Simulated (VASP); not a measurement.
A run of VASP 6.6.1 is set up as follows.

INCAR

```
SYSTEM = GaS5
ALGO = Normal
EDIFF = 1E-6
EDIFFG = -0.04
ENCUT = 600
GGA = PE
IBRION = 2
ISIF = 3
ISMEAR = 0
LASPH = .TRUE.
LCHARG = .FALSE.
LREAL = .FALSE.
LWAVE = .FALSE.
NELM = 60
NSW = 90
PREC = Accurate
SIGMA = 0.1
```

The input KPOINTS:

```
k-points
0
G
  4 4 4
  0 0 0
```

POSCAR

```
GaS5
1.0
    0.0000000000      3.9995747100      3.9995747100
    3.9995747100      0.0000000000      3.9995747100
    3.9995747100      3.9995747100      0.0000000000
Ga S
1 5
Direct
    0.0000000000      0.0000000000      0.0000000000
    0.2500000000      0.2500000000      0.2500000000
    0.1283094900      0.6238968400      0.6238968400
    0.6238968400      0.6238968400      0.6238968400
    0.6238968400      0.6238968400      0.1283094900
    0.6238968400      0.1283094900      0.6238968400
```

Potentials or basis: VASP PAW PBE potentials, release 64 (Ga_d, S).

Command:

```bash
$ cat potpaw_PBE.64/Ga_d/POTCAR potpaw_PBE.64/S/POTCAR > POTCAR
$ mpirun -np 1 vasp_std > vasp.out
```

(1) Predict the relaxed volume.

(2) What does it give for the relaxed cell?

(3) What does it give for the space group after relaxing (to 0.05 Å)?

## Answers

(1) 19.34 Å³/atom.

(2) a = 5.475 Å, b = 5.475 Å, c = 5.475 Å, α = 60.00°, β = 60.00°, γ = 60.00°.

(3) F-43m (No. 216).
